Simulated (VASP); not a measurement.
# KCl (Fm-3m) in VASP: notebook

Aim: see how the results for KCl move with the level of theory and the settings. Levels: PBEsol, r2SCAN+rVV10. Tasks: single point, relaxation of cell and atoms.

Everything below comes from runs of VASP 6.6.1. Logs are shortened: lines on timing, memory, paths and dates and some standing lists are left out, and cuts for length are marked.

**1. The cell of the first run**

Symmetry: Fm-3m, No. 225, cubic system. The conventional cell has a = 6.243 Å, b = 6.243 Å, c = 6.243 Å, α = 90.00°, β = 90.00°, γ = 90.00°. Within 4.1 Å of K (site symmetry m-3m) lie 6 Cl at 3.12 Å. Within 4.1 Å of Cl (site symmetry m-3m) lie 6 K at 3.12 Å.

**2. Single point, PBEsol**

Contents of INCAR:

```
SYSTEM = KCl
PREC     = Accurate       ! precision mode
ENCUT    = 520            ! plane-wave cutoff, eV
EDIFF    = 1E-7           ! SCF threshold, eV
ISMEAR   = -1             ! smearing method
SIGMA    = 0.03           ! smearing width, eV
LREAL    = .FALSE.        ! projectors in reciprocal space
LASPH    = .TRUE.         ! aspherical terms in the spheres
NELM     = 100            ! most SCF steps
ALGO     = Normal         ! electronic algorithm
ISIF     = 2              ! what is computed and relaxed
LWAVE    = .FALSE.        ! write WAVECAR
LCHARG   = .FALSE.        ! write CHGCAR
GGA      = PS             ! functional
NBANDS   = 15             ! bands
```

Contents of KPOINTS:

```
Automatic mesh
0
G
  6 6 6
  0 0 0
```

Contents of POSCAR:

```
KCl
1.0
    0.0000000000      3.1214325629      3.1214325629
    3.1214325629      0.0000000000      3.1214325629
    3.1214325629      3.1214325629      0.0000000000
K Cl
1 1
Direct
    0.0000000000      0.0000000000      0.0000000000
    0.5000000000      0.5000000000      0.5000000000
```

Potentials or basis: VASP PAW PBE potentials, release 64 (K_sv, Cl).

Run with:

```console
> cat potpaw_PBE.64/K_sv/POTCAR potpaw_PBE.64/Cl/POTCAR > POTCAR
> mpirun -np 1 vasp_std > vasp.out
```

OUTCAR:

```text
SYSTEM = KCl
   PREC = Accurate
   ENCUT = 520
   EDIFF = 1E-7
   ISMEAR = -1
   LREAL = .FALSE.
   LASPH = .TRUE.
   NELM = 100
   ISIF = 2
   GGA = PS

 ion  position               nearest neighbor table
   1  0.000  0.000  0.000-   2 3.12   2 3.12   2 3.12   2 3.12   2 3.12   2 3.12
   2  0.500  0.500  0.500-   1 3.12   1 3.12   1 3.12   1 3.12   1 3.12   1 3.12

  LATTYP: Found a face centered cubic cell.
 ALAT       =     6.2428651258

  Lattice vectors:

 A1 = (   0.0000000000,   3.1214325629,   3.1214325629)
 A2 = (   3.1214325629,   0.0000000000,   3.1214325629)
 A3 = (   3.1214325629,   3.1214325629,   0.0000000000)

Analysis of symmetry for initial positions (statically):
=====================================================================
 Subroutine PRICEL returns:
 Original cell was already a primitive cell.

 Routine SETGRP: Setting up the symmetry group for a
 face centered cubic supercell.

 Subroutine GETGRP returns: Found 48 space group operations
 (whereof 48 operations were pure point group operations)
 out of a pool of 48 trial point group operations.

The static configuration has the point symmetry O_h .

Analysis of symmetry for dynamics (positions and initial velocities):
=====================================================================
 Subroutine PRICEL returns:
 Original cell was already a primitive cell.

 Routine SETGRP: Setting up the symmetry group for a
 face centered cubic supercell.

 Subroutine GETGRP returns: Found 48 space group operations
 (whereof 48 operations were pure point group operations)
 out of a pool of 48 trial point group operations.

The dynamic configuration has the point symmetry O_h .

 Subroutine INISYM returns: Found 48 space group operations
 (whereof 48 operations are pure point group operations),
 and found     1 'primitive' translations

----------------------------------------------------------------------------------------

                                     Primitive cell

  volume of cell :      60.8264

  direct lattice vectors                    reciprocal lattice vectors
     0.000000000  3.121432563  3.121432563    -0.160182862  0.160182862  0.160182862
     3.121432563  0.000000000  3.121432563     0.160182862 -0.160182862  0.160182862
     3.121432563  3.121432563  0.000000000     0.160182862  0.160182862 -0.160182862

  length of vectors
     4.414372264  4.414372264  4.414372264     0.277444855  0.277444855  0.277444855

  position of ions in fractional coordinates (direct lattice)
[... 80 lines left out ...]
   PSTRESS=    0.0 pullay stress
   NELECT =      16.0000    total number of electrons
   NUPDOWN=      -1.0000    fix difference up-down
   EMIN   =  10.00;   EMAX   =-10.00  energy-range for DOS
   EFERMI =   0.00;   METHOD = LEGACY
   ISMEAR =    -1;   SIGMA  =   0.03  broadening in eV -4-tet -1-fermi 0-gaus
   EFERMI_NEDOS =   21; number of points for ismear=-14 and -15
   IALGO  =     38    algorithm
   IMIX   =      4    mixing-type and parameters
     AMIX     =   0.40;   BMIX     =  1.00
     AMIX_MAG =   1.60;   BMIX_MAG =  1.00
  volume/ion in A,a.u.               =      30.41       205.24
  Fermi-wavevector in a.u.,A,eV,Ry     =   1.048941  1.982210 14.970167  1.100276
  Thomas-Fermi vector in A             =   2.183883
   LORBIT       =      0    0 simple, 1 ext, 2 COOP (PROOUT), +10 PAW based schemes
   GGA     = PS    functional components
   LHFCALC =     F    Hartree Fock is set to
   AEXX    =    0.0000 exact exchange contribution
   IVDW    =     0    specifies the selected vdW correction
   LEPSILON=     F    determine dielectric tensor
   LRPA    =     F    only Hartree local field effects (RPA)
 non-spin polarized calculation
  energy-cutoff  :      520.00
  volume of cell :       60.83
 maximum number of plane-waves:      1660
 NGX is ok and might be reduce to    36
   NGX = 17   NGY = 17   NGZ = 17

 number of electron      16.0000002 magnetization

 Free energy of the ion-electron system (eV)
  ---------------------------------------------------
  ext. energy  EPLUGINS =         0.00000000
  ---------------------------------------------------
  free energy    TOTEN  =        -7.02315016 eV

  energy without entropy =       -7.02315016  energy(sigma->0) =       -7.02315016

 E-fermi :  -1.1470     XC(G=0):  -7.8243

 val. band max:       -1.8099635328   @ k =   0.0000   0.0000   0.0000
 cond. band min:       3.2893964947   @ k =   0.0000   0.0000   0.0000
 fundamental gap:      5.0993600275
 Fermi energy:        -1.1470259365

 k-point     1 :       0.0000    0.0000    0.0000
  band No.  band energies     occupation
      1     -28.7968      2.00000
      2     -13.9293      2.00000
      3     -12.3239      2.00000
      4     -12.3239      2.00000
      5     -12.3239      2.00000
      6      -1.8100      2.00000
      7      -1.8100      2.00000
      8      -1.8100      2.00000
      9       3.2894      0.00000
     10       6.4928      0.00000
     11       6.4928      0.00000
     12       6.4928      0.00000
     13       7.3935      0.00000
     14       7.3935      0.00000
[... 257 lines left out ...]
      2     -13.8974      2.00000
      3     -12.4619      2.00000
      4     -12.4123      2.00000
      5     -12.2683      2.00000
      6      -2.4130      2.00000
      7      -2.2636      2.00000
      8      -2.1882      2.00000
      9       5.3209      0.00000
     10       7.0569      0.00000
     11       7.2730      0.00000
     12       8.3840      0.00000
     13       9.1671      0.00000
     14       9.9883      0.00000
     15      10.5604      0.00000

------------------------ aborting loop because EDIFF is reached ----------------------------------------

  FORCE on cell =-STRESS in cart. coord.  units (eV):
  Direction    XX          YY          ZZ          XY          YZ          ZX
  --------------------------------------------------------------------------------------
  -------------------------------------------------------------------------------------
  Total        0.0206860      0.0206860      0.0206860     -0.0000000      0.0000000     -0.0000000
  in kB        0.5448740      0.5448740      0.5448740     -0.0000000      0.0000000     -0.0000000
  external PRESSURE =       0.5448740 kB  Pullay stress =       0.0000000 kB

 VOLUME and BASIS-vectors are now :
 -----------------------------------------------------------------------------
  energy-cutoff  :      520.00
  volume of cell :       60.83
      direct lattice vectors                 reciprocal lattice vectors
     0.000000000  3.121432563  3.121432563    -0.160182862  0.160182862  0.160182862
     3.121432563  0.000000000  3.121432563     0.160182862 -0.160182862  0.160182862
     3.121432563  3.121432563  0.000000000     0.160182862  0.160182862 -0.160182862

 POSITION                                       TOTAL-FORCE (eV/Angst)
 -----------------------------------------------------------------------------------
      0.00000      0.00000      0.00000         0.000000      0.000000     -0.000000
      3.12143      3.12143      3.12143        -0.000000     -0.000000      0.000000
 -----------------------------------------------------------------------------------
    total drift:                                0.000000      0.000000      0.000000

  FREE ENERGIE OF THE ION-ELECTRON SYSTEM (eV)
  ---------------------------------------------------
  free  energy   TOTEN  =        -7.0231501572 eV

  energy  without entropy=       -7.0231501572  energy(sigma->0) =       -7.02315016
```

It took 18 s on 1 thread of Intel Xeon Platinum 8488C (Sapphire Rapids), shared host; peak memory 0.2 GiB.

Results:

```yaml
Free_energy: -7.0232 eV
Pressure: 0.1 GPa
Band_gap_on_the_k_mesh: 5.10 eV, direct
```

Levels at points of the mesh, in eV from the valence-band top:
| k point | band 6 | band 7 | band 8 | band 9 | band 10 | band 11 |
| --- | --- | --- | --- | --- | --- | --- |
| (0.00, 0.00, 0.00) | 0.00 | 0.00 | 0.00 | 5.10 | 8.30 | 8.30 |
| (0.50, 0.00, 0.00) | -1.13 | -0.35 | -0.35 | 7.49 | 8.58 | 10.56 |
| (0.50, 0.50, 0.00) | -0.69 | -0.23 | -0.23 | 6.38 | 8.33 | 10.04 |

Caveat: the PAW data sets were made with another functional, which shifts forces and pressure a little.

**3. Relaxation of cell and atoms, PBEsol**

This run uses another cell than the first one, of 28.04 Å³/atom, 0.922 times its volume.

Contents of INCAR:

```
SYSTEM = KCl
PREC = Accurate
ENCUT = 600
EDIFF = 1E-7
ISMEAR = -1
SIGMA = 0.03
LREAL = .FALSE.
LASPH = .TRUE.
NELM = 80
ALGO = Normal
ISIF = 3
LWAVE = .FALSE.
LCHARG = .FALSE.
GGA = PS
IBRION = 2
NSW = 100
EDIFFG = -0.01
```

KPOINTS is that of step 2.

Contents of POSCAR:

```
KCl
1.0
    0.0000000000      3.0381580000      3.0381580000
    3.0381580000      0.0000000000      3.0381580000
    3.0381580000      3.0381580000      0.0000000000
K Cl
1 1
Direct
    0.0000000000      0.0000000000      0.0000000000
    0.5000000000      0.5000000000      0.5000000000
```

Potentials or basis: VASP PAW PBE potentials, release 64 (K_sv, Cl).

Run with:

```console
> cat potpaw_PBE.64/K_sv/POTCAR potpaw_PBE.64/Cl/POTCAR > POTCAR
> mpirun -np 1 vasp_std > vasp.out
```

Run time: 68 s. Hardware: 1 thread of Intel Xeon Platinum 8488C (Sapphire Rapids), shared host; peak memory 0.22 GiB.

Results (log left out):

* Free energy: -7.0229 eV
* Relaxed volume: 30.55 Å³/atom
* Relaxed cell: a = 4.421 Å, b = 4.421 Å, c = 4.421 Å, α = 60.00°, β = 60.00°, γ = 60.00°
* Space group after relaxing (to 0.05 Å): Fm-3m (No. 225)
* Energy gained by relaxing: 14.0 meV/atom
* Ionic steps: 4
* Pressure after relaxing: 0.0 GPa
* Band gap on the k mesh: 5.09 eV, direct

The path:
```tsv
step	energy change (eV)	largest force (eV/Å)	pressure (GPa)	volume (Å³)
1	0.0000	0.0000	1.96	56.09
2	-0.0233	0.0000	0.73	58.92
3	-0.0279	0.0000	-0.09	61.38
4	-0.0280	0.0000	0.00	61.09
```

Final structure:
```
K Cl
1.0
     0.00000    3.12598    3.12598
     3.12598    0.00000    3.12598
     3.12598    3.12598    0.00000
K Cl
1 1
Direct
  0.00000 0.00000 0.00000
  0.50000 0.50000 0.50000
```

Levels at points of the mesh, in eV from the valence-band top:
| k point | band 5 | band 6 | band 7 | band 8 | band 9 | band 10 | band 11 | band 12 |
| --- | --- | --- | --- | --- | --- | --- | --- | --- |
| (0.00, 0.00, 0.00) | -10.52 | 0.00 | 0.00 | 0.00 | 5.09 | 8.30 | 8.30 | 8.30 |
| (0.50, 0.00, 0.00) | -10.27 | -1.12 | -0.35 | -0.35 | 7.48 | 8.56 | 10.54 | 10.54 |
| (0.50, 0.50, 0.00) | -10.59 | -0.69 | -0.23 | -0.23 | 6.38 | 8.31 | 10.02 | 10.22 |

Caveat: the PAW data sets were made with another functional, which shifts forces and pressure a little. PBEsol gaps usually lie below the measured ones, often by a third to a half.

**4. Single point, r2SCAN+rVV10**

This run uses another cell than the first one, of 30.35 Å³/atom, 0.998 times its volume.

Contents of POSCAR:

```
KCl
1.0
    0.0000000000      3.1191736568      3.1191736568
    3.1191736568      0.0000000000      3.1191736568
    3.1191736568      3.1191736568      0.0000000000
K Cl
1 1
Direct
    0.0000000000      0.0000000000      0.0000000000
    0.5000000000      0.5000000000      0.5000000000
```

Contents of INCAR.step1:

```
SYSTEM = KCl
PREC = Accurate
ENCUT = 520
ISMEAR = -1
SIGMA = 0.03
LREAL = .False.
LASPH = .True.
NELM = 100
NBANDS = 15
GGA = PE
ALGO = Normal
EDIFF = 1E-4
LWAVE = .True.
LCHARG = .False.
```

Contents of INCAR.step2:

```
SYSTEM = KCl
PREC = Accurate
ENCUT = 520
EDIFF = 1E-6
ISMEAR = -1
SIGMA = 0.03
LREAL = .False.
LASPH = .True.
NELM = 100
ALGO = Normal
ISIF = 2
LWAVE = .False.
LCHARG = .False.
METAGGA = R2SCAN
LMIXTAU = .True.
LUSE_VDW = .True.
IVDW_NL = 2
BPARAM = 11.95
CPARAM = 0.0093
NBANDS = 15
ISTART = 1
```

Contents of KPOINTS:

```
regular mesh
0
Gamma
  8 8 8
  0 0 0
```

Potentials or basis: VASP PAW PBE potentials, release 64 (K_sv, Cl).

Run with:

```console
> cat potpaw_PBE.64/K_sv/POTCAR potpaw_PBE.64/Cl/POTCAR > POTCAR
> cp INCAR.step1 INCAR
> mpirun -np 1 vasp_std > vasp.out
> cp INCAR.step2 INCAR
> mpirun -np 1 vasp_std > vasp.out
```

OUTCAR:

```text
SYSTEM = KCl
   PREC = Accurate
   ENCUT = 520
   EDIFF = 1E-6
   ISMEAR = -1
   LREAL = .False.
   LASPH = .True.
   NELM = 100
   ISIF = 2
   METAGGA = R2SCAN
   IVDW_NL = 2
   BPARAM = 11.95
   ISTART = 1

 ion  position               nearest neighbor table
   1  0.000  0.000  0.000-   2 3.12   2 3.12   2 3.12   2 3.12   2 3.12   2 3.12
   2  0.500  0.500  0.500-   1 3.12   1 3.12   1 3.12   1 3.12   1 3.12   1 3.12

  LATTYP: Found a face centered cubic cell.
 ALAT       =     6.2383473136

  Lattice vectors:

 A1 = (   0.0000000000,   3.1191736568,   3.1191736568)
 A2 = (   3.1191736568,   0.0000000000,   3.1191736568)
 A3 = (   3.1191736568,   3.1191736568,   0.0000000000)

Analysis of symmetry for initial positions (statically):
=====================================================================
 Subroutine PRICEL returns:
 Original cell was already a primitive cell.

 Routine SETGRP: Setting up the symmetry group for a
 face centered cubic supercell.

 Subroutine GETGRP returns: Found 48 space group operations
 (whereof 48 operations were pure point group operations)
 out of a pool of 48 trial point group operations.
[... 178 lines left out ...]
      5     -13.0340      2.00000
      6      -2.1696      2.00000
      7      -2.1696      2.00000
      8      -2.1696      2.00000
      9       3.6452      0.00000
     10       6.8269      0.00000
     11       6.8269      0.00000
     12       6.8269      0.00000
     13       7.9183      0.00000
     14       7.9183      0.00000
[... 401 lines left out ...]
      2     -14.9542      2.00000
      3     -13.0935      2.00000
      4     -13.0697      2.00000
      5     -12.8920      2.00000
      6      -3.0539      2.00000
      7      -2.5960      2.00000
      8      -2.5206      2.00000
      9       6.1965      0.00000
     10       6.7435      0.00000
     11       8.8683      0.00000
     12       8.8836      0.00000
     13       9.6494      0.00000
     14      10.6205      0.00000
     15      10.7271      0.00000

 [... further k-points ...]

------------------------ aborting loop because EDIFF is reached ----------------------------------------

  FORCE on cell =-STRESS in cart. coord.  units (eV):
  Direction    XX          YY          ZZ          XY          YZ          ZX
  --------------------------------------------------------------------------------------
  -------------------------------------------------------------------------------------
  Total       -0.0141674     -0.0141674     -0.0141674     -0.0000000      0.0000000      0.0000000
  in kB       -0.3739820     -0.3739820     -0.3739820     -0.0000000      0.0000000      0.0000000
  external PRESSURE =      -0.3739820 kB  Pullay stress =       0.0000000 kB

 VOLUME and BASIS-vectors are now :
 -----------------------------------------------------------------------------
  energy-cutoff  :      520.00
  volume of cell :       60.69
      direct lattice vectors                 reciprocal lattice vectors
     0.000000000  3.119173657  3.119173657    -0.160298866  0.160298866  0.160298866
     3.119173657  0.000000000  3.119173657     0.160298866 -0.160298866  0.160298866
     3.119173657  3.119173657  0.000000000     0.160298866  0.160298866 -0.160298866

 POSITION                                       TOTAL-FORCE (eV/Angst)
 -----------------------------------------------------------------------------------
      0.00000      0.00000      0.00000        -0.000000      0.000000      0.000000
      3.11917      3.11917      3.11917         0.000000     -0.000000     -0.000000
 -----------------------------------------------------------------------------------
    total drift:                                0.000000      0.000000      0.000000

  FREE ENERGIE OF THE ION-ELECTRON SYSTEM (eV)
  ---------------------------------------------------
  free  energy   TOTEN  =       -16.0022712058 eV

  energy  without entropy=      -16.0022712058  energy(sigma->0) =      -16.00227121
```

Run time: 3.4 min. Hardware: 1 thread of Intel Xeon Platinum 8488C (Sapphire Rapids), shared host; peak memory 0.38 GiB.

What came out:

```
Free energy            : -16.0023 eV
Pressure               : 0.0 GPa
Band gap on the k mesh : 5.81 eV, direct
```

Levels at points of the mesh, in eV from the valence-band top:
```csv
k point,band 4,band 5,band 6,band 7,band 8,band 9,band 10,band 11,band 12,band 13
"(0.00, 0.00, 0.00)",-10.86,-10.86,0.00,0.00,0.00,5.81,9.00,9.00,9.00,10.09
"(0.50, 0.00, 0.00)",-10.87,-10.63,-1.11,-0.35,-0.35,8.10,9.26,11.38,11.38,12.22
"(0.50, 0.50, 0.00)",-10.93,-10.93,-0.70,-0.23,-0.23,6.92,9.28,10.73,11.16,11.66
```

Caveat: the PAW data sets were made with another functional, which shifts forces and pressure a little. A k mesh can miss the band edges.

**5. Summary**

| task | level | cell | k mesh | cutoff (eV) | gap on the mesh (eV) | pressure (GPa) |
| --- | --- | --- | --- | --- | --- | --- |
| single point | PBEsol | a = 4.414 Å, angles 60.0°, 2 atoms | 6 × 6 × 6 | 520 | 5.10 | 0.1 |
| relaxation of cell and atoms | PBEsol | relaxed from a = 4.297 Å, angles 60.0°, 2 atoms | 6 × 6 × 6 | 600 | 5.09 | 0.0 |
| single point | r2SCAN+rVV10 | a = 4.411 Å, angles 60.0°, 2 atoms | 8 × 8 × 8 | 520 | 5.81 | 0.0 |

Alike in all rows: potentials or basis VASP PAW PBE potentials, release 64 (K_sv, Cl); no spin polarisation; smearing fermi-dirac 0.03 eV.

Caveats: the PAW data sets were made with another functional, which shifts forces and pressure a little.

Total energies depend on the potentials used, so only differences within one code and one set of settings carry meaning.
